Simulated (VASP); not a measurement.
A run of VASP 6.6.1:

The input INCAR:

```
PREC = Accurate
ENCUT = 520
EDIFF = 1E-6
ISMEAR = 0
SIGMA = 0.15
LREAL = F
LASPH = T
NELM = 100
ALGO = Fast
ISIF = 2
LWAVE = F
LCHARG = F
GGA = PS
NBANDS = 18
```

KPOINTS

```
regular mesh
0
Gamma
  14 14 14
```

The input POSCAR:

```
TiAu
1.0
    3.2540000000      0.0000000000      0.0000000000
    0.0000000000      3.2540000000      0.0000000000
    0.0000000000      0.0000000000      3.2540000000
Ti Au
1 1
Direct
    0.5000000000      0.4692685925      0.5000000000
    0.0000000000      0.0000000000      0.0000000000
```

Potentials or basis: VASP PAW PBE potentials, release 64 (Ti_sv, Au).

Launch:

```bash
$ cat potpaw_PBE.64/Ti_sv/POTCAR potpaw_PBE.64/Au/POTCAR > POTCAR
$ mpirun -np 1 vasp_std > vasp.out
```

Hardware: 1 thread of Intel(R) Xeon(R) 6975P-C (Granite Rapids), on a shared host.

Problem. Estimate the wall time of this run.

Solution. Run time: 91 s on 1 thread of Intel(R) Xeon(R) 6975P-C (Granite Rapids), on a shared host, peak memory 0.29 GiB. Counts: scf iterations 29, k points 288.
